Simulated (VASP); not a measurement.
# In: electric field gradients with PBE

Crystal: In.

```
In
1.0
     1.69161    0.97665    8.31547
    -1.69161    0.97665    8.31547
     0.00000   -1.95330    8.31547
In
3
Cartesian
  0.0000 0.0000 0.0000
  0.0000 0.0000 19.4086
  0.0000 0.0000 5.5378
```

```yaml
Program: VASP 6.6.1
Task: electric field gradients
Functional: PBE
Potentials_or_basis: VASP PAW PBE potentials, release 64 (In_d)
Cutoff: 520 eV
k_mesh: 14 × 14 × 14
Occupations: fermi-dirac, width 0.05 eV
Spin: no spin polarisation
Dipole_correction: no
Further_INCAR_settings: ALGO = Normal; EDIFF = 1e-08; NBANDS = 26
```

| Item | Value |
| --- | --- |
| Pressure | 0.1 GPa |
| Largest force | 0.005 eV/Å |
| Band gap on the k mesh | zero (an odd number of electrons rules out a gap without spin polarisation) |
| Largest electric field gradient by atom | In +2.5, -4.4 (each value once) V/Å² |

Forces in eV/Å, atoms in the order of the input:
```
In   0.000  0.000  0.000
In   0.000  0.000 -0.005
In   0.000  0.000  0.005
```

Stress tensor (GPa, compression positive):
```
0.07 0.00 0.00
0.00 0.07 0.00
0.00 0.00 0.27
```

Levels at points of the mesh, in eV from the Fermi level:
```
           k point  band 15  band 16  band 17  band 18  band 19  band 20  band 21  band 22  band 23  band 24
(0.00, 0.00, 0.00)   -14.37    -9.24    -6.88    -6.85     0.45     0.47     8.44     8.44     8.52     8.52
(0.50, 0.00, 0.00)   -14.31    -4.71    -4.08    -3.04    -2.62    -1.10    -1.07     3.17     3.93     4.60
(0.50, 0.50, 0.00)   -14.30    -4.46    -4.19    -3.45    -2.90    -0.40    -0.40     1.86     3.25     3.94
(0.50, 0.50, 0.50)   -14.33    -8.66    -8.64    -4.36    -3.20     5.58     5.63     8.04     8.04     9.37
```

Electric field gradients, principal values (V/Å²):
```
atom   least  middle  greatest (by size)
1 In  -1.272  -1.272               2.545
2 In   2.193   2.193              -4.385
3 In   2.193   2.193              -4.385
```

It took 45 min on 1 thread of Intel(R) Xeon(R) Platinum 8488C (Sapphire Rapids), with other jobs on the host, peak memory 0.81 GiB.

Caveat: without QUAD_EFG the Cq values of the log hold for a quadrupole moment of 1 mb, not for the nuclei; spin-orbit coupling is left out, which moves the levels of the heavy elements.
